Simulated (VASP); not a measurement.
# Pb (Fd-3m) in VASP: further runs

Pb is run at these levels: LDA; tasks: electric field gradients.

All numbers are computed with VASP 6.6.1; they aren't measurements. Logs are shortened: lines on timing, memory, paths and dates and some standing lists are left out, and cuts for length are marked.

**1. The cell of the first run**

Symmetry: Fd-3m, No. 227, cubic system. Conventional cell: a = 6.924 Å, b = 6.924 Å, c = 6.924 Å, α = 90.00°, β = 90.00°, γ = 90.00°. Within 3.9 Å of Pb (site symmetry -43m) lie 4 Pb at 3.00 Å.

**2. Electric field gradients, LDA (volume scaled by 1.02)**

Input file INCAR:

```
SYSTEM = Pb
ALGO = Normal
EDIFF = 1E-8
ENCUT = 520
ISIF = 2
ISMEAR = -1
LASPH = .True.
LCHARG = .False.
LEFG = .True.
LREAL = .False.
LWAVE = .False.
NBANDS = 21
NELM = 80
PREC = Accurate
SIGMA = 0.05
```

Input file KPOINTS:

```
k-points
0
Gamma
  8 8 8
  0 0 0
```

Input file POSCAR:

```
Pb
1.0
    0.0000000000      3.4617755540      3.4617755540
    3.4617755540      0.0000000000      3.4617755540
    3.4617755540      3.4617755540      0.0000000000
Pb
2
Direct
    0.0000000000      0.0000000000      0.0000000000
    0.2500000000      0.2500000000      0.2500000000
```

Potentials or basis: VASP PAW LDA potentials, release 64 (Pb_d).

The run is started by

```
$ cat potpaw_LDA.64/Pb_d/POTCAR > POTCAR
$ mpirun -np 1 vasp_std > vasp.out
```

OUTCAR:

```text
SYSTEM = Pb
   EDIFF = 1E-8
   ENCUT = 520
   ISIF = 2
   ISMEAR = -1
   LASPH = .True.
   LREAL = .False.
   NELM = 80
   PREC = Accurate

 ion  position               nearest neighbor table
   1  0.000  0.000  0.000-   2 3.00   2 3.00   2 3.00   2 3.00
   2  0.250  0.250  0.250-   1 3.00   1 3.00   1 3.00   1 3.00

  LATTYP: Found a face centered cubic cell.
 ALAT       =     6.9235511080

  Lattice vectors:

 A1 = (   0.0000000000,   3.4617755540,   3.4617755540)
 A2 = (   3.4617755540,   0.0000000000,   3.4617755540)
 A3 = (   3.4617755540,   3.4617755540,   0.0000000000)

Analysis of symmetry for initial positions (statically):
=====================================================================
 Subroutine PRICEL returns:
 Original cell was already a primitive cell.

 Routine SETGRP: Setting up the symmetry group for a
 face centered cubic supercell.

 Subroutine GETGRP returns: Found 48 space group operations
 (whereof 24 operations were pure point group operations)
 out of a pool of 48 trial point group operations.

The static configuration has the point symmetry T_d .
 The point group associated with its full space group is O_h .

Analysis of symmetry for dynamics (positions and initial velocities):
=====================================================================
 Subroutine PRICEL returns:
 Original cell was already a primitive cell.

 Routine SETGRP: Setting up the symmetry group for a
 face centered cubic supercell.

 Subroutine GETGRP returns: Found 48 space group operations
 (whereof 24 operations were pure point group operations)
 out of a pool of 48 trial point group operations.

The dynamic configuration has the point symmetry T_d .
 The point group associated with its full space group is O_h .

 Subroutine INISYM returns: Found 48 space group operations
 (whereof 24 operations are pure point group operations),
 and found     1 'primitive' translations

----------------------------------------------------------------------------------------

                                     Primitive cell

  volume of cell :      82.9711

  direct lattice vectors                    reciprocal lattice vectors
     0.000000000  3.461775554  3.461775554    -0.144434552  0.144434552  0.144434552
     3.461775554  0.000000000  3.461775554     0.144434552 -0.144434552  0.144434552
     3.461775554  3.461775554  0.000000000     0.144434552  0.144434552 -0.144434552

  length of vectors
     4.895689938  4.895689938  4.895689938     0.250167982  0.250167982  0.250167982

  position of ions in fractional coordinates (direct lattice)
     0.000000000  0.000000000  0.000000000
     0.250000000  0.250000000  0.250000000

  ion indices of the primitive-cell ions
   primitive index   ion index
                 1           1
                 2           2

----------------------------------------------------------------------------------------

 KPOINTS: k-points

Automatic generation of k-mesh.
 Grid dimensions read from file:
 generate k-points for:    8    8    8

 Generating k-lattice:

  Cartesian coordinates                     Fractional coordinates (reciprocal lattice)
    -0.018054319  0.018054319  0.018054319     0.125000000  0.000000000  0.000000000
     0.018054319 -0.018054319  0.018054319     0.000000000  0.125000000  0.000000000
     0.018054319  0.018054319 -0.018054319     0.000000000  0.000000000  0.125000000

  Length of vectors
     0.031270998  0.031270998  0.031270998

  Shift w.r.t. Gamma in fractional coordinates (k-lattice)
     0.000000000  0.000000000  0.000000000

 Subroutine IBZKPT returns following result:
 ===========================================

 Found     29 irreducible k-points:

 Following reciprocal coordinates:
            Coordinates               Weight
  0.000000  0.000000  0.000000      1.000000
  0.125000  0.000000  0.000000      8.000000
  0.250000  0.000000  0.000000      8.000000
  0.375000  0.000000  0.000000      8.000000
  0.500000  0.000000  0.000000      4.000000
  0.125000  0.125000  0.000000      6.000000
[... 16 lines left out ...]
  0.500000  0.250000  0.125000     48.000000
 -0.375000  0.250000  0.125000     24.000000
 [... further k-points ...]
   k-points           NKPTS =     29   k-points in BZ     NKDIM =     29   number of bands    NBANDS=     21
   number of dos      NEDOS =    301   number of ions     NIONS =      2
   total plane-waves  NPLWV =  46656
   dimension x,y,z NGX =    36 NGY =   36 NGZ =   36
   dimension x,y,z NGXF=    72 NGYF=   72 NGZF=   72
   ions per type =               2
   NGX,Y,Z   is equivalent  to a cutoff of  12.22, 12.22, 12.22 a.u.
   NGXF,Y,Z  is equivalent  to a cutoff of  24.45, 24.45, 24.45 a.u.
 SYSTEM =  Pb
   PREC   = accura    normal or accurate (medium, high low for compatibility)
   ISTART =      0    job   : 0-new  1-cont  2-samecut
   ICHARG =      2    charge: 1-file 2-atom 10-const
   ISPIN  =      1    spin polarized calculation?
   LNONCOLLINEAR =      F non collinear calculations
   LSORBIT =      F    spin-orbit coupling
   LASPH  =      T    aspherical Exc in radial PAW
   ENCUT  =  520.0 eV  38.22 Ry    6.18 a.u.   9.10  9.10  9.10*2*pi/ulx,y,z
   NELM   =     80;   NELMIN=  2; NELMDL= -5     # of ELM steps
   EDIFF  = 0.1E-07   stopping-criterion for ELM
   LREAL  =      F    real-space projection
   EDIFFG = 0.1E-06   stopping-criterion for IOM
   NSW    =      0    number of steps for IOM
   IBRION =     -1    ionic relax: 0-MD 1-quasi-New 2-CG
   NFREE  =      0    steps in history (QN), initial steepest desc. (CG)
   ISIF   =      2    stress and relaxation
   ISYM   =      2    0-nonsym 1-usesym 2-fastsym
   POTIM  = 0.5000    time-step for ionic-motion
   TEBEG  =    0.0;   TEEND  =   0.0 temperature during run
   PSTRESS=    0.0 pullay stress
   NELECT =      28.0000    total number of electrons
   NUPDOWN=      -1.0000    fix difference up-down
   EMIN   =  10.00;   EMAX   =-10.00  energy-range for DOS
   EFERMI =   0.00;   METHOD = LEGACY
   ISMEAR =    -1;   SIGMA  =   0.05  broadening in eV -4-tet -1-fermi 0-gaus
   EFERMI_NEDOS =   21; number of points for ismear=-14 and -15
   IALGO  =     38    algorithm
   IMIX   =      4    mixing-type and parameters
     AMIX     =   0.40;   BMIX     =  1.00
     AMIX_MAG =   1.60;   BMIX_MAG =  1.00
  volume/ion in A,a.u.               =      41.49       279.96
  Fermi-wavevector in a.u.,A,eV,Ry     =   1.139774  2.153860 17.675110  1.299084
  Thomas-Fermi vector in A             =   2.276477
   LORBIT       =      0    0 simple, 1 ext, 2 COOP (PROOUT), +10 PAW based schemes
   GGA     = CA    functional components
   LHFCALC =     F    Hartree Fock is set to
   AEXX    =    0.0000 exact exchange contribution
   IVDW    =     0    specifies the selected vdW correction
   LEPSILON=     F    determine dielectric tensor
   LRPA    =     F    only Hartree local field effects (RPA)
 non-spin polarized calculation
  energy-cutoff  :      520.00
  volume of cell :       82.97
 maximum number of plane-waves:      2252
   NGX = 19   NGY = 19   NGZ = 19

 number of electron      27.9999990 magnetization

 Free energy of the ion-electron system (eV)
  ---------------------------------------------------
  ext. energy  EPLUGINS =         0.00000000
  ---------------------------------------------------
  free energy    TOTEN  =        -7.88064576 eV

  energy without entropy =       -7.87641641  energy(sigma->0) =       -7.87853109

 E-fermi :   3.9202     XC(G=0):  -8.6792

 val. band max:        3.6254928457   @ k =   0.1250   0.1250   0.0000
 cond. band min:       3.9379432607   @ k =  -0.1250   0.1250   0.0000
 fundamental gap:      0.3124504150
 Fermi energy:         3.9202198544

 k-point     1 :       0.0000    0.0000    0.0000
  band No.  band energies     occupation
      1     -13.2430      2.00000
      2     -13.2430      2.00000
      3     -13.2430      2.00000
      4     -13.1665      2.00000
      5     -13.1665      2.00000
      6     -12.7555      2.00000
[... 13 lines left out ...]
     20      11.7951      0.00000
     21      11.7951      0.00000

 k-point     2 :       0.1250    0.0000    0.0000
  band No.  band energies     occupation
      1     -13.2574      2.00000
      2     -13.2574      2.00000
      3     -13.2394      2.00000
      4     -13.1458      2.00000
      5     -13.1458      2.00000
      6     -12.7808      2.00000
[... 13 lines left out ...]
     20      11.1439      0.00000
     21      11.1440      0.00000

 k-point     3 :       0.2500    0.0000    0.0000
  band No.  band energies     occupation
      1     -13.2765      2.00000
      2     -13.2765      2.00000
      3     -13.2307      2.00000
      4     -13.1132      2.00000
      5     -13.1132      2.00000
      6     -12.8089      2.00000
[... 13 lines left out ...]
     20      10.9520      0.00000
     21      10.9520      0.00000

 k-point     4 :       0.3750    0.0000    0.0000
  band No.  band energies     occupation
      1     -13.2867      2.00000
      2     -13.2867      2.00000
      3     -13.2214      2.00000
      4     -13.0923      2.00000
      5     -13.0923      2.00000
      6     -12.8241      2.00000
[... 13 lines left out ...]
     20      11.5371      0.00000
     21      11.5371      0.00000

 k-point     5 :       0.5000    0.0000    0.0000
  band No.  band energies     occupation
      1     -13.2895      2.00000
      2     -13.2895      2.00000
      3     -13.2175      2.00000
      4     -13.0863      2.00000
      5     -13.0863      2.00000
      6     -12.8278      2.00000
[... 13 lines left out ...]
     20      11.6627      0.00000
     21      12.2156      0.00000
[... 382 lines left out ...]
     20      11.8995      0.00000
     21      14.0235      0.00000

 k-point    22 :       0.3750    0.2500    0.1250
  band No.  band energies     occupation
      1     -13.2957      2.00000
      2     -13.2927      2.00000
      3     -13.2151      2.00000
      4     -13.0981      2.00000
      5     -13.0469      2.00000
      6     -12.9131      2.00000
[... 13 lines left out ...]
     20      11.0734      0.00000
     21      11.8287      0.00000

 k-point    23 :       0.5000    0.2500    0.1250
  band No.  band energies     occupation
      1     -13.3189      2.00000
      2     -13.3040      2.00000
      3     -13.1766      2.00000
      4     -13.0692      2.00000
      5     -13.0220      2.00000
      6     -12.9325      2.00000
[... 13 lines left out ...]
     20      11.2308      0.00000
     21      12.2340      0.00000

 k-point    24 :      -0.3750    0.2500    0.1250
  band No.  band energies     occupation
      1     -13.3287      2.00000
      2     -13.3068      2.00000
      3     -13.1586      2.00000
      4     -13.0480      2.00000
      5     -13.0244      2.00000
      6     -12.9268      2.00000
[... 13 lines left out ...]
     20      11.6900      0.00000
     21      12.4179      0.00000

 [... further k-points ...]
[... 5 lines left out ...]
  --------------------------------------------------------------------------------------
  -------------------------------------------------------------------------------------
  Total       -0.6701575     -0.6701575     -0.6701575      0.0000000      0.0000000      0.0000000
  in kB      -12.9407881    -12.9407881    -12.9407881      0.0000000      0.0000000      0.0000000
  external PRESSURE =     -12.9407881 kB  Pullay stress =       0.0000000 kB

 VOLUME and BASIS-vectors are now :
 -----------------------------------------------------------------------------
  energy-cutoff  :      520.00
  volume of cell :       82.97
      direct lattice vectors                 reciprocal lattice vectors
     0.000000000  3.461775554  3.461775554    -0.144434552  0.144434552  0.144434552
     3.461775554  0.000000000  3.461775554     0.144434552 -0.144434552  0.144434552
     3.461775554  3.461775554  0.000000000     0.144434552  0.144434552 -0.144434552

 POSITION                                       TOTAL-FORCE (eV/Angst)
 -----------------------------------------------------------------------------------
      0.00000      0.00000      0.00000        -0.000000     -0.000000     -0.000000
      1.73089      1.73089      1.73089         0.000000      0.000000      0.000000
 -----------------------------------------------------------------------------------
    total drift:                                0.000000      0.000000      0.000000

  FREE ENERGIE OF THE ION-ELECTRON SYSTEM (eV)
  ---------------------------------------------------
  free  energy   TOTEN  =        -7.8806457641 eV

  energy  without entropy=       -7.8764164092  energy(sigma->0) =       -7.87853109

 Electric field gradients (V/A^2)
---------------------------------------------------------------------
 ion       V_xx      V_yy      V_zz      V_xy      V_xz      V_yz
---------------------------------------------------------------------
   1       0.000    -0.000    -0.000     0.001     0.001     0.001
   2       0.000    -0.000    -0.000     0.001     0.001     0.001
---------------------------------------------------------------------

 Electric field gradients after diagonalization (V/A^2)
 (convention: |V_zz| > |V_xx| > |V_yy|)
----------------------------------------------------------------------
 ion       V_xx      V_yy      V_zz     asymmetry (V_yy - V_xx)/ V_zz
----------------------------------------------------------------------
   1      -0.001    -0.001     0.001       0.000
   2      -0.001    -0.001     0.001       0.000
----------------------------------------------------------------------

           NMR quadrupolar parameters

 Cq : quadrupolar parameter    Cq=e*Q*V_zz/h
 eta: asymmetry parameters     (V_yy - V_xx)/ V_zz
 Q  : nuclear electric quadrupole moment in mb (millibarn)
----------------------------------------------------------------------
 ion       Cq(MHz)       eta       Q (mb)
----------------------------------------------------------------------
   1       0.000       0.000       1.000
   2       0.000       0.000       1.000
----------------------------------------------------------------------
```

Wall time 22 s (1 thread of Intel Xeon 6975P-C (Granite Rapids), shared host); peak memory 0.18 GiB.

Results:

- Free energy: -7.8806 eV
- Pressure: -1.3 GPa
- Band gap on the k mesh: zero (band 14 reaches 4.26 eV, above the bottom of band 15 at 3.14 eV)

Caveat: without QUAD_EFG the Cq values of the log hold for a quadrupole moment of 1 mb, not for the nuclei; spin-orbit coupling is left out, which moves the levels of the heavy elements.

**3. Electric field gradients, LDA (volume scaled by 1.04)**

Input file INCAR:

```
PREC = Accurate ; ENCUT = 520
EDIFF = 1E-8 ; ISMEAR = -1
SIGMA = 0.05 ; LREAL = False
LASPH = True ; NELM = 100
ALGO = Normal ; ISIF = 2
LWAVE = False ; LCHARG = False
GGA = CA ; LEFG = True
NBANDS = 21
```

Input file KPOINTS:

```
Automatic mesh
0
Gamma
  8 8 8
```

Input file POSCAR:

```
Pb
1.0
    0.0000000000      3.4842552460      3.4842552460
    3.4842552460      0.0000000000      3.4842552460
    3.4842552460      3.4842552460      0.0000000000
Pb
2
Direct
    0.0000000000      0.0000000000      0.0000000000
    0.2500000000      0.2500000000      0.2500000000
```

Potentials or basis: VASP PAW LDA potentials, release 64 (Pb_d).

The run is started by

```
$ cat potpaw_LDA.64/Pb_d/POTCAR > POTCAR
$ mpirun -np 1 vasp_std > vasp.out
```

OUTCAR:

```text
PREC = Accurate
   ENCUT = 520
   EDIFF = 1E-8
   ISMEAR = -1
   LREAL = False
   LASPH = True
   NELM = 100
   ISIF = 2
   GGA = CA

 ion  position               nearest neighbor table
   1  0.000  0.000  0.000-   2 3.02   2 3.02   2 3.02   2 3.02
   2  0.250  0.250  0.250-   1 3.02   1 3.02   1 3.02   1 3.02

  LATTYP: Found a face centered cubic cell.
 ALAT       =     6.9685104920

  Lattice vectors:

 A1 = (   0.0000000000,   3.4842552460,   3.4842552460)
 A2 = (   3.4842552460,   0.0000000000,   3.4842552460)
[... 789 lines left out ...]
  FREE ENERGIE OF THE ION-ELECTRON SYSTEM (eV)
  ---------------------------------------------------
  free  energy   TOTEN  =        -7.8654994375 eV

  energy  without entropy=       -7.8611719355  energy(sigma->0) =       -7.86333569

 Electric field gradients (V/A^2)
---------------------------------------------------------------------
 ion       V_xx      V_yy      V_zz      V_xy      V_xz      V_yz
---------------------------------------------------------------------
   1      -0.000    -0.000     0.000     0.001     0.001     0.001
   2      -0.000    -0.000     0.000     0.001     0.001     0.001
---------------------------------------------------------------------

 Electric field gradients after diagonalization (V/A^2)
 (convention: |V_zz| > |V_xx| > |V_yy|)
----------------------------------------------------------------------
 ion       V_xx      V_yy      V_zz     asymmetry (V_yy - V_xx)/ V_zz
----------------------------------------------------------------------
   1      -0.001    -0.001     0.002       0.000
   2      -0.001    -0.001     0.002       0.000
----------------------------------------------------------------------

           NMR quadrupolar parameters

 Cq : quadrupolar parameter    Cq=e*Q*V_zz/h
 eta: asymmetry parameters     (V_yy - V_xx)/ V_zz
 Q  : nuclear electric quadrupole moment in mb (millibarn)
----------------------------------------------------------------------
 ion       Cq(MHz)       eta       Q (mb)
----------------------------------------------------------------------
   1       0.000       0.000       1.000
   2       0.000       0.000       1.000
----------------------------------------------------------------------
```

OSZICAR:

```text
N       E                     dE             d eps       ncg     rms          rms(c)
DAV:   1     0.291316527860E+03    0.29132E+03   -0.13560E+04  1218   0.143E+03
DAV:   2     0.139852173944E+02   -0.27733E+03   -0.27206E+03  1223   0.391E+02
DAV:   3    -0.711442016368E+01   -0.21100E+02   -0.20956E+02  1484   0.136E+02
DAV:   4    -0.788264085132E+01   -0.76822E+00   -0.76798E+00  1424   0.311E+01
DAV:   5    -0.792617818427E+01   -0.43537E-01   -0.43536E-01  1836   0.649E+00    0.145E+00
DAV:   6    -0.788479253518E+01    0.41386E-01   -0.37862E-02  1688   0.251E+00    0.807E-01
DAV:   7    -0.786557328365E+01    0.19219E-01   -0.30301E-02  1577   0.204E+00    0.146E-01
DAV:   8    -0.786545022568E+01    0.12306E-03   -0.39214E-03  1507   0.747E-01    0.349E-02
DAV:   9    -0.786550571792E+01   -0.55492E-04   -0.23692E-04  1547   0.200E-01    0.155E-02
DAV:  10    -0.786549926371E+01    0.64542E-05   -0.32912E-05  1699   0.829E-02    0.348E-03
DAV:  11    -0.786549946917E+01   -0.20546E-06   -0.31706E-06  1884   0.154E-02    0.110E-03
DAV:  12    -0.786549943775E+01    0.31413E-07   -0.15792E-07  1618   0.446E-03    0.210E-04
DAV:  13    -0.786549943750E+01    0.25420E-09   -0.49447E-09   949   0.709E-04
   1 F= -.78654994E+01 E0= -.78633357E+01  d E =-.432750E-02
```

stdout:

```text
POSCAR found type information on POSCAR Pb
 POSCAR found :  1 types and       2 ions
 scaLAPACK will be used
 LDA part: xc-table for (Slater(with rela. corr.)+CA(PZ))
 , standard interpolation
 POSCAR, INCAR and KPOINTS ok, starting setup
 FFT: planning ... GRIDC
 FFT: planning ... GRID_SOFT
 FFT: planning ... GRID
 WAVECAR not read
 entering main loop
ion   1

ion   2
```

Run time: 26 s. Hardware: 1 thread of Intel Xeon 6975P-C (Granite Rapids), shared host; peak memory 0.21 GiB.

What came out:

```
Free energy            : -7.8655 eV
Pressure               : -1.8 GPa
Band gap on the k mesh : zero (band 14 reaches 4.08 eV, above the bottom of band 15 at 2.99 eV)
```

Caveat: without QUAD_EFG the Cq values of the log hold for a quadrupole moment of 1 mb, not for the nuclei; spin-orbit coupling is left out, which moves the levels of the heavy elements.

[end of part 1 of 2]
